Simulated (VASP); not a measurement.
Runs of VASP 6.6.1 on Sn. The structure is that of space group Im-3m (No. 229), or close to it. The cells are those of the table. 

```tsv
cell	gap on the mesh (eV)	pressure (GPa)
a = 3.408 Å, angles 109.5°, 1 atom	none	-5.8
a = 3.145 Å, angles 109.5°, 1 atom	none	(a)
a = 3.367 Å, angles 109.5°, 1 atom	none	-4.8
a = 3.282 Å, angles 109.5°, 1 atom	none	(b)
a = 3.192 Å, angles 109.5°, 1 atom	none	3.0
a = 3.237 Å, angles 109.5°, 1 atom	none	0.3
a = 3.325 Å, angles 109.5°, 1 atom	none	-3.4
```

Alike in all rows: task single point; level PBEsol; potentials or basis VASP PAW PBE potentials, release 64 (Sn_d); no spin polarisation; k mesh 11 × 11 × 11; cutoff (eV) 520; smearing fermi-dirac 0.1 eV.

Question: Fill in the values left out.

Answer: (a) 6.4; (b) -1.8.

Caveats: the PAW data sets were made with another functional, which shifts forces and pressure a little; spin-orbit coupling is left out, which moves the levels of the heavy elements.

A k mesh can miss the band edges, and the runs leave out spin-orbit coupling on Sn.

A gap of «none» marks levels without a gap at the run's occupations.
